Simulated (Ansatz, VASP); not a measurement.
# Na4H in VASP and in Ansatz

INCAR

```
SYSTEM = Na4H
PREC = Accurate
ENCUT = 600
EDIFF = 1E-7
ISMEAR = 0
SIGMA = 0.1
LREAL = .FALSE.
LASPH = .TRUE.
NELM = 100
ALGO = Normal
ISIF = 3
LWAVE = .FALSE.
LCHARG = .FALSE.
GGA = PE
IBRION = 2
NSW = 90
EDIFFG = -0.04
```

Contents of KPOINTS:

```
Automatic mesh
0
G
  4 4 4
  0 0 0
```

Contents of POSCAR:

```
Na4H
1.0
    4.4362014600      0.0000000000      0.0000000000
    0.0000000000      4.4362014600      0.0000000000
    0.0000000000      0.0000000000      4.4362014600
Na H
4 1
Direct
    0.5000000000      0.0000000000      0.0000000000
    0.0000000000      0.5000000000      0.0000000000
    0.0000000000      0.0000000000      0.5000000000
    0.5000000000      0.5000000000      0.5000000000
    0.0000000000      0.0000000000      0.0000000000
```

Input for Ansatz:

```yaml
crystal:
  lattice:
    - [4.43620146, 0.0, 0.0]
    - [0.0, 4.43620146, 0.0]
    - [0.0, 0.0, 4.43620146]
  atoms:
    - { symbol: Na, position: [0.5, 0.0, 0.0] }
    - { symbol: Na, position: [0.0, 0.5, 0.0] }
    - { symbol: Na, position: [0.0, 0.0, 0.5] }
    - { symbol: Na, position: [0.5, 0.5, 0.5] }
    - { symbol: H, position: [0.0, 0.0, 0.0] }
basis:
  ecutwfc: 420
kpoints:
  mp_grid: { grid: [4, 4, 4] }
hamiltonian:
  xc: pbe
scf:
  occupations: { method: gaussian, width: 0.1 }
  lower_state_search: "off"
output:
  forces: true
  stress: true
  eigenvalues: true
relax:
  adjacent_minimum: "off"
  f_tol: 0.04
  max_steps: 70
  cell: { stress_tol: 0.4 }
```

Alike in both runs: task relaxation of cell and atoms; functional PBE; k mesh 4 × 4 × 4; occupations gaussian, width 0.1 eV; no spin polarisation.

```csv
,VASP,Ansatz
version,VASP 6.6.1,Ansatz 0.2.0
potentials or method,"VASP PAW PBE potentials, release 64 (Na_pv, H), cutoff 600 eV","scalar-relativistic, plane waves, PAW"
valence electrons in the cell,29,37
```

Ansatz gave:

```
gap on the k mesh at the Fermi level, each at its own relaxed structure (eV) : none
relaxed volume (Å³/atom)                                                     : 26.55
relaxed cell length with the largest relative difference (Å)                 : 5.101
```

Q: Which values does VASP return?

A: gap on the k mesh at the Fermi level, each at its own relaxed structure (eV): none; relaxed volume (Å³/atom): 26.60; relaxed cell length with the largest relative difference (Å): 5.104.

A gap of «none» marks a metal or a gap that the smearing closes. VASP's potentials hold 29 valence electrons a cell and Ansatz's 37, so a difference there can come from the potentials and not from the codes.

Noted on VASP's run: the volume moved by over 15 % at a fixed basis, so the end points are rough.
